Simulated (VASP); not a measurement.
# GaAs5 (P-62m) in VASP: relaxation of cell and atoms with PBE

Aim: the relaxation of cell and atoms of GaAs5 with PBE.

Everything below comes from runs of VASP 6.6.1. Logs are shortened: lines on timing, memory, paths and dates and some standing lists are left out, and cuts for length are marked.

## (1) The cell of the first run

Symmetry: P-62m, No. 189, hexagonal system. Conventional cell: a = 5.157 Å, b = 5.157 Å, c = 5.283 Å, α = 90.00°, β = 90.00°, γ = 120.00°. Within 3.9 Å of Ga (site symmetry -62m) lie 12 As at 2.98 to 3.02 Å. Within 3.4 Å of As (site symmetry m2m) lie 10 As at 2.55 to 3.23 Å and 2 Ga at 3.02 Å. As (site symmetry -6) has 3 Ga at 2.98 Å and 9 As at 2.98 to 3.23 Å within 3.9 Å.

The cell was generated, and may not be a known phase.

## (2) Relaxation of cell and atoms, PBE

The input, INCAR:

```
SYSTEM = GaAs5
PREC = Accurate ; ENCUT = 600
EDIFF = 1E-7 ; ISMEAR = 0
SIGMA = 0.1 ; LREAL = .FALSE.
LASPH = .TRUE. ; NELM = 60
ALGO = Normal ; ISIF = 3
LWAVE = .FALSE. ; LCHARG = .FALSE.
GGA = PE ; IBRION = 2
NSW = 100 ; EDIFFG = -0.01
LUSENCCL = .FALSE.
```

The input, KPOINTS:

```
regular mesh
0
G
  12 12 8
  0 0 0
```

The input, POSCAR:

```
GaAs5
1.0
    5.1565179410      0.0000000000      0.0000000000
   -2.5782589705      4.4656755320      0.0000000000
    0.0000000000      0.0000000000      5.2831845240
Ga As
1 5
Direct
    0.0000000000      0.0000000000      0.5000000000
    0.0000000000      0.7149997721      0.0000000000
    0.3333333333      0.6666666667      0.5000000000
    0.7149997721      0.0000000000      0.0000000000
    0.6666666667      0.3333333333      0.5000000000
    0.2850002279      0.2850002279      0.0000000000
```

Potentials or basis: VASP PAW PBE potentials, release 64 (Ga_d, As).

On the command line:

```bash
> cat potpaw_PBE.64/Ga_d/POTCAR potpaw_PBE.64/As/POTCAR > POTCAR
> mpirun -np 1 vasp_std > vasp.out
```

OUTCAR:

```text
SYSTEM = GaAs5
   PREC = Accurate
   ENCUT = 600
   EDIFF = 1E-7
   ISMEAR = 0
   LREAL = .FALSE.
   LASPH = .TRUE.
   NELM = 60
   ISIF = 3
   GGA = PE
   IBRION = 2
   NSW = 100
   EDIFFG = -0.01

 ion  position               nearest neighbor table
   1  0.000  0.000  0.500-
   2  0.000  0.715  0.000-   4 2.55   6 2.55
   3  0.333  0.667  0.500-
   4  0.715  0.000  0.000-   6 2.55   2 2.55
   5  0.667  0.333  0.500-
   6  0.285  0.285  0.000-   4 2.55   2 2.55

  LATTYP: Found a hexagonal cell.
 ALAT       =     5.1565179410
 C/A-ratio  =     1.0245643639

  Lattice vectors:

 A1 = (   5.1565179410,   0.0000000000,   0.0000000000)
 A2 = (  -2.5782589705,   4.4656755320,   0.0000000000)
 A3 = (   0.0000000000,   0.0000000000,   5.2831845240)

Analysis of symmetry for initial positions (statically):
=====================================================================
 Subroutine PRICEL returns:
 Original cell was already a primitive cell.

 Routine SETGRP: Setting up the symmetry group for a
 hexagonal supercell.

 Subroutine GETGRP returns: Found 12 space group operations
 (whereof 12 operations were pure point group operations)
 out of a pool of 24 trial point group operations.

The static configuration has the point symmetry D_3h.

Analysis of symmetry for dynamics (positions and initial velocities):
=====================================================================
 Subroutine PRICEL returns:
 Original cell was already a primitive cell.

 Routine SETGRP: Setting up the symmetry group for a
 hexagonal supercell.

 Subroutine GETGRP returns: Found 12 space group operations
 (whereof 12 operations were pure point group operations)
 out of a pool of 24 trial point group operations.

The dynamic configuration has the point symmetry D_3h.

 Subroutine INISYM returns: Found 12 space group operations
 (whereof 12 operations are pure point group operations),
 and found     1 'primitive' translations

----------------------------------------------------------------------------------------

                                     Primitive cell

  volume of cell :     121.6577

  direct lattice vectors                    reciprocal lattice vectors
     5.156517941  0.000000000  0.000000000     0.193929317  0.111965143 -0.000000000
    -2.578258970  4.465675532  0.000000000     0.000000000  0.223930286  0.000000000
     0.000000000  0.000000000  5.283184524     0.000000000 -0.000000000  0.189279779

  length of vectors
     5.156517941  5.156517941  5.283184524     0.223930286  0.223930286  0.189279779

  position of ions in fractional coordinates (direct lattice)
[... 99 lines left out ...]
   NUPDOWN=      -1.0000    fix difference up-down
   EMIN   =  10.00;   EMAX   =-10.00  energy-range for DOS
   EFERMI =   0.00;   METHOD = LEGACY
   ISMEAR =     0;   SIGMA  =   0.10  broadening in eV -4-tet -1-fermi 0-gaus
   EFERMI_NEDOS =   21; number of points for ismear=-14 and -15
   IALGO  =     38    algorithm
   IMIX   =      4    mixing-type and parameters
     AMIX     =   0.40;   BMIX     =  1.00
     AMIX_MAG =   1.60;   BMIX_MAG =  1.00
  volume/ion in A,a.u.               =      20.28       136.83
  Fermi-wavevector in a.u.,A,eV,Ry     =   1.110767  2.099045 16.786906  1.233803
  Thomas-Fermi vector in A             =   2.247322
   LORBIT       =      0    0 simple, 1 ext, 2 COOP (PROOUT), +10 PAW based schemes
   GGA     = PE    functional components
   LHFCALC =     F    Hartree Fock is set to
   AEXX    =    0.0000 exact exchange contribution
   IVDW    =     0    specifies the selected vdW correction
   LEPSILON=     F    determine dielectric tensor
   LRPA    =     F    only Hartree local field effects (RPA)
 conjugate gradient relaxation of ions
 non-spin polarized calculation
 Gauss-broadening in eV      SIGMA  =   0.10
  energy-cutoff  :      600.00
  volume of cell :      121.66
 maximum number of plane-waves:      4107
 NGX is ok and might be reduce to    42
   NGX = 21   NGY = 21   NGZ = 21

--------------------------------------- Ionic step        1  -------------------------------------------

 number of electron      38.0000011 magnetization

 Free energy of the ion-electron system (eV)
  ---------------------------------------------------
  ext. energy  EPLUGINS =         0.00000000
  ---------------------------------------------------
  free energy    TOTEN  =       -24.09412315 eV

  energy without entropy =      -24.08317266  energy(sigma->0) =      -24.08864791

------------------------ aborting loop because EDIFF is reached ----------------------------------------

  FORCE on cell =-STRESS in cart. coord.  units (eV):
  Direction    XX          YY          ZZ          XY          YZ          ZX
  --------------------------------------------------------------------------------------
  -------------------------------------------------------------------------------------
  Total        0.3222238      0.3222238     -1.2050993     -0.0000000      0.0000000      0.0000000
  in kB        4.2435437      4.2435437    -15.8706213     -0.0000000      0.0000000      0.0000000
  external PRESSURE =      -2.4611780 kB  Pullay stress =       0.0000000 kB
[... 227 lines left out ...]
--------------------------------------- Ionic step        7  -------------------------------------------

 number of electron      38.0000000 magnetization

 Free energy of the ion-electron system (eV)
  ---------------------------------------------------
  ext. energy  EPLUGINS =         0.00000000
  ---------------------------------------------------
  free energy    TOTEN  =       -24.11122041 eV

  energy without entropy =      -24.09941852  energy(sigma->0) =      -24.10531947

 E-fermi :   5.6899     XC(G=0): -10.5405

 val. band max:        5.6891050100   @ k =   0.2500   0.0833   0.5000
 cond. band min:       5.6922782618   @ k =   0.2500   0.0833   0.3750
 fundamental gap:      0.0031732518
 Fermi energy:         5.6898575754

 k-point     1 :       0.0000    0.0000    0.0000
  band No.  band energies     occupation
      1      -9.2302      2.00000
      2      -9.1421      2.00000
      3      -9.1421      2.00000
      4      -9.1410      2.00000
      5      -9.1410      2.00000
      6      -8.7132      2.00000
[... 613 lines left out ...]
     22       7.0550      0.00000
     23       7.6147      0.00000

 [... further k-points ...]

------------------------ aborting loop because EDIFF is reached ----------------------------------------

  FORCE on cell =-STRESS in cart. coord.  units (eV):
  Direction    XX          YY          ZZ          XY          YZ          ZX
  --------------------------------------------------------------------------------------
  -------------------------------------------------------------------------------------
  Total       -0.0345652     -0.0345652     -0.0161029     -0.0000000     -0.0000000     -0.0000000
  in kB       -0.4613219     -0.4613219     -0.2149154     -0.0000000     -0.0000000     -0.0000000
  external PRESSURE =      -0.3791864 kB  Pullay stress =       0.0000000 kB
[... 21 lines left out ...]
  FREE ENERGIE OF THE ION-ELECTRON SYSTEM (eV)
  ---------------------------------------------------
  free  energy   TOTEN  =       -24.1112204109 eV

  energy  without entropy=      -24.0994185209  energy(sigma->0) =      -24.10531947

 reached required accuracy - stopping structural energy minimisation
```

CONTCAR:

```text
GaAs5
    1.000000000000000
     5.1868524390972066    0.0000000000000000   -0.0000000000000000
    -2.5934262195486033    4.4919459779636499    0.0000000000000000
    -0.0000000000000000    0.0000000000000000    5.1523740964786784
  Ga              As
     1     5
Direct
     0.0000000000000000    0.0000000000000000    0.5000000000000000
     0.0000000000000000    0.7129611531370812    0.0000000000000000
     0.3333333332999970    0.6666666667000030    0.5000000000000000
     0.7129611531370812    0.0000000000000000    0.0000000000000000
     0.6666666667000030    0.3333333332999970    0.5000000000000000
     0.2870388468629189    0.2870388468629189    0.0000000000000000

  0.00000000E+00  0.00000000E+00  0.00000000E+00
  0.00000000E+00  0.00000000E+00  0.00000000E+00
  0.00000000E+00  0.00000000E+00  0.00000000E+00
  0.00000000E+00  0.00000000E+00  0.00000000E+00
  0.00000000E+00  0.00000000E+00  0.00000000E+00
  0.00000000E+00  0.00000000E+00  0.00000000E+00
```

Run time: 16 min. Hardware: 1 × NVIDIA H100 80GB with 1 thread of AMD EPYC 7R13 (Zen 3), shared host; peak memory 1.5 GiB.

What came out:

| Property | Result |
| --- | --- |
| Free energy | -24.1112 eV |
| Relaxed volume | 20.01 Å³/atom |
| Relaxed cell | a = 5.187 Å, b = 5.187 Å, c = 5.152 Å, α = 90.00°, β = 90.00°, γ = 120.00° |
| Space group after relaxing (to 0.1 Å) | P-62m (No. 189) |
| Energy gained by relaxing | 2.8 meV/atom |
| Ionic steps | 7 |
| Pressure after relaxing | 0.0 GPa |
| Largest force after relaxing | 0.005 eV/Å |

Forces in eV/Å, atoms in the order of the input:
```
Ga   0.000  0.000  0.000
As  -0.002  0.004  0.000
As   0.000  0.000  0.000
As   0.005  0.000  0.000
As   0.000  0.000  0.000
As  -0.002 -0.004  0.000
```

Step by step:
| step | energy change (eV) | largest force (eV/Å) | pressure (GPa) | volume (Å³) |
| --- | --- | --- | --- | --- |
| 1 | 0.0000 | 0.0370 | -0.25 | 121.66 |
| 2 | -0.0108 | 0.0364 | -0.17 | 121.10 |
| 3 | -0.0167 | 0.0400 | -0.01 | 120.30 |
| 4 | -0.0168 | 0.0401 | 0.01 | 120.24 |
| 5 | -0.0170 | 0.0153 | -0.07 | 120.25 |
| 6 | -0.0170 | 0.0033 | -0.13 | 120.26 |
| 7 | -0.0171 | 0.0050 | -0.04 | 120.05 |

Final structure:
```xyz
6
Lattice="5.1869 0.0000 0.0000 -2.5934 4.4919 0.0000 0.0000 0.0000 5.1524" Properties=species:S:1:pos:R:3 pbc="T T T"
Ga    0.0000    0.0000    2.5762
As   -1.8490    3.2026    0.0000
As    0.0000    2.9946    2.5762
As    3.6980    0.0000    0.0000
As    2.5934    1.4973    2.5762
As    0.7444    1.2894    0.0000
```

Caveat: the highest band is partly filled, so the run has too few bands.
